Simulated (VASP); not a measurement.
Wanted: the native input for a VASP 6.6.1 run.

| Quantity | Value |
| --- | --- |
| Task | single point |
| Functional | LDA |
| Potentials or basis | VASP PAW LDA potentials, release 64 (Ta_pv, N) |
| Cutoff | 520 eV |
| k mesh | 5 × 5 × 5 |
| Occupations | gaussian, width 0.15 eV |
| Spin | no spin polarisation |
| Dipole correction | no |
| Further INCAR settings | ALGO = Normal; EDIFF = 1e-06; NBANDS = 15 |

The structure of TaN lies in POSCAR:

```
TaN
1.0
    2.9380000000      0.0000000000      0.0000000000
   -1.4690000000      2.5443826400      0.0000000000
    0.0000000000      0.0000000000      2.8830000000
Ta N
1 1
Direct
    0.3333333333      0.6666666667      0.5000000000
    0.0000000000      0.0000000000      0.0000000000
```

These files were run (other wordings do the same):

INCAR

```
SYSTEM = TaN
  ALGO = Normal
  EDIFF = 1E-6
  ENCUT = 520
  ISIF = 2
  ISMEAR = 0
  LASPH = .True.
  LCHARG = .False.
  LREAL = .False.
  LWAVE = .False.
  NBANDS = 15
  NELM = 60
  PREC = Accurate
  SIGMA = 0.15
```

KPOINTS

```
k-points
0
Gamma
  5 5 5
  0 0 0
```

Potentials or basis: VASP PAW LDA potentials, release 64 (Ta_pv, N).

Command:

```bash
$ cat potpaw_LDA.64/Ta_pv/POTCAR potpaw_LDA.64/N/POTCAR > POTCAR
$ mpirun -np 1 vasp_std > vasp.out
```

It gave:

```yaml
Pressure: -9.9 GPa
Band_gap_on_the_k_mesh: zero (filled and empty bands touch)
```

Caveat: the k points lie up to 0.49 Å⁻¹ apart; spin-orbit coupling is left out, which moves the levels of the heavy elements.

It took 5.1 s on 1 thread of Intel(R) Xeon(R) Platinum 8259CL CPU @ 2.50GHz (Skylake/Cascade Lake), on a shared host, peak memory 0.13 GiB.
